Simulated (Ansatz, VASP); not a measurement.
## Rb in VASP and in Ansatz

The input INCAR:

```
PREC = Accurate
ENCUT = 520
EDIFF = 1E-6
ISMEAR = -1
SIGMA = 0.05
LREAL = F
LASPH = T
NELM = 60
ALGO = Normal
ISIF = 2
LWAVE = F
LCHARG = T
GGA = PE
LELF = T
LVHAR = T
NBANDS = 16
```

Contents of KPOINTS:

```
regular mesh
0
Gamma
  6 6 3
```

The input POSCAR:

```
Rb
1.0
    2.5381762600     -4.4447189800      0.0000000000
    2.5381762600      4.4447189800      0.0000000000
    0.0000000000      0.0000000000      8.4480028000
Rb
2
Direct
    0.1602887400      0.8397112600      0.7500000000
    0.8397112600      0.1602887400      0.2500000000
```

File input.yaml:

```yaml
crystal:
  lattice:
    - [2.53817626, -4.44471898, 0.0]
    - [2.53817626, 4.44471898, 0.0]
    - [0.0, 0.0, 8.4480028]
  atoms:
    - { symbol: Rb, position: [0.16028874, 0.83971126, 0.75] }
    - { symbol: Rb, position: [0.83971126, 0.16028874, 0.25] }
hamiltonian:
  xc: pbe
  pseudopotentials: { kind: paw }
kpoints:
  mp_grid: { grid: [6, 6, 3] }
scf:
  occupations: { method: fermi_dirac, width: 0.05 }
output:
  forces: true
  stress: true
  eigenvalues: true
  write_density: true
  write_potential: true
  elf: true
  volumetric_format: npy
```

Alike in both runs: task single point; functional PBE; k mesh 6 × 6 × 3; occupations fermi-dirac, width 0.05 eV; no spin polarisation.

```csv
,VASP,Ansatz
version,VASP 6.6.1,Ansatz 0.2.0
potentials or method,"VASP PAW PBE potentials, release 64 (Rb_sv)",Ansatz PAW
plane-wave cutoff (eV),520,420
valence electrons in the cell,18,18
```

|  | VASP | Ansatz | Ansatz less VASP |
| --- | --- | --- | --- |
| gap on the k mesh at the Fermi level (eV) | none | none | - |
| pressure (GPa) | -0.1 | -0.1 | 0.00 |
| traceless stress, the component that is largest in VASP (GPa) | -0.06 | -0.06 | 0.000 |

A gap of «none» marks a metal or a gap that the smearing closes. With one functional, cell and mesh, what is left measures potentials, basis and numerics.
